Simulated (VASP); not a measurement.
Al2O3, 10 atoms in the cell. It takes space group R-3c (No. 167, trigonal). The conventional cell has a = 4.729 Å, b = 4.729 Å, c = 12.892 Å, α = 90.00°, β = 90.00°, γ = 120.00°. Within 2.4 Å of Al (site symmetry 3) lie 6 O at 1.84 to 1.96 Å. Within 2.4 Å of O (site symmetry 2) lie 4 Al at 1.84 to 1.96 Å. 

| Property | Result |
| --- | --- |
| Program | VASP 6.6.1 |
| Task | single point |
| Functional | LDA |
| Potentials or basis | VASP PAW LDA potentials, release 64 (Al, O) |
| Cutoff | 520 eV |
| k mesh | 6 × 6 × 6 |
| Occupations | gaussian, width 0.02 eV |
| Spin | no spin polarisation |
| Dipole correction | no |
| Further INCAR settings | ALGO = Normal; EDIFF = 1e-06; NBANDS = 35 |

Potentials or basis: VASP PAW LDA potentials, release 64 (Al, O).

Launch:

```console
$ cat potpaw_LDA.64/Al/POTCAR potpaw_LDA.64/O/POTCAR > POTCAR
$ mpirun -np 1 vasp_std > vasp.out
```

Hardware: 1 thread of Intel(R) Xeon(R) Platinum 8488C (Sapphire Rapids) (shared host).

How long does it take, and how much memory?

Run time: 97 s on 1 thread of Intel(R) Xeon(R) Platinum 8488C (Sapphire Rapids) (shared host), peak memory 0.22 GiB. Counts: scf iterations 12, k points 32.
